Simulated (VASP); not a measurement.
Here is a VASP 6.6.1 calculation.

File INCAR:

```
SYSTEM = Ga
ALGO = Fast
EDIFF = 1E-6
EDIFFG = -0.01
ENCUT = 600
GGA = PS
IBRION = 2
ISIF = 3
ISMEAR = -1
LASPH = .True.
LCHARG = .False.
LREAL = .False.
LWAVE = .False.
NELM = 80
NSW = 60
PREC = Accurate
PSTRESS = 20.0
SIGMA = 0.05
```

Contents of KPOINTS:

```
k-points
0
Gamma
  10 10 8
  0 0 0
```

File POSCAR:

```
Ga
1.0
    1.4500000000     -4.0650000000      0.0000000000
    1.4500000000      4.0650000000      0.0000000000
    0.0000000000      0.0000000000      3.1700000000
Ga
2
Direct
    0.1330000000      0.8670000000      0.7500000000
    0.8670000000      0.1330000000      0.2500000000
```

Potentials or basis: VASP PAW PBE potentials, release 64 (Ga_d).

Command:

```sh
$ cat potpaw_PBE.64/Ga_d/POTCAR > POTCAR
$ mpirun -np 1 vasp_std > vasp.out
```

Problem. Predict the relaxed volume.

Solution. 17.40 Å³/atom.

Problem. What does it give for the relaxed cell?

Solution. a = 4.225 Å, b = 4.225 Å, c = 3.134 Å, α = 90.00°, β = 90.00°, γ = 141.54°.

Problem. Estimate the band gap on the k mesh.

Solution. Zero (bands 13 and 14 overlap by 9.45 eV).

Final structure:
```
Ga
1.0
     1.39153   -3.98911    0.00000
     1.39153    3.98911    0.00000
     0.00000    0.00000    3.13390
Ga
2
Direct
  0.13496 0.86504 0.75000
  0.86504 0.13496 0.25000
```

Caveat: the cell is relaxed towards a set pressure, so the run minimises the enthalpy, not the energy; the PAW data sets were made with another functional, which shifts forces and pressure a little.
